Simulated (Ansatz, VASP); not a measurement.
# TiWSe3 in VASP and in Ansatz

```
Ti W Se
1.0
     4.93319    0.00000    0.00000
     0.00000    4.93319    0.00000
     0.00000    0.00000    4.93319
Ti W Se
1 1 3
Direct
  0.00000 0.00000 0.00000
  0.50000 0.50000 0.50000
  0.50000 0.50000 0.00000
  0.00000 0.50000 0.50000
  0.50000 0.00000 0.50000
```

Change from the starting cell: species swapped into the Ce3InC type (Pm-3m, No. 221).

Alike in both runs: task single point; functional PBE; k mesh 4 × 4 × 4; occupations gaussian, width 0.1 eV; collinear spin.

|  | VASP | Ansatz |
| --- | --- | --- |
| version | VASP 6.6.1 | Ansatz 0.2.0 |
| potentials or method | VASP PAW PBE potentials, release 64 (Ti_sv, W_sv, Se), cutoff 520 eV | scalar-relativistic, plane waves, PAW |
| valence electrons in the cell | 44 | 74 |

|  | VASP | Ansatz | Ansatz less VASP |
| --- | --- | --- | --- |
| gap on the k mesh at the Fermi level (eV) | none | none | - |
| pressure (GPa) | 0.5 | 0.5 | -0.02 |
| net moment per atom (μB) | 0.04 | 0.72 | +0.672 |
| size of the moment on the site where the two differ most (μB) | 0.17 | 2.16 | +1.988 |

The net moments are unlike, so the other rows may belong to different states. Site moments also hang on the region over which each program counts them. A gap of «none» marks a metal or a gap that the smearing closes. VASP's potentials hold 44 valence electrons a cell and Ansatz's 74, so a difference there can come from the potentials and not from the codes.

Spin-orbit coupling is off throughout.
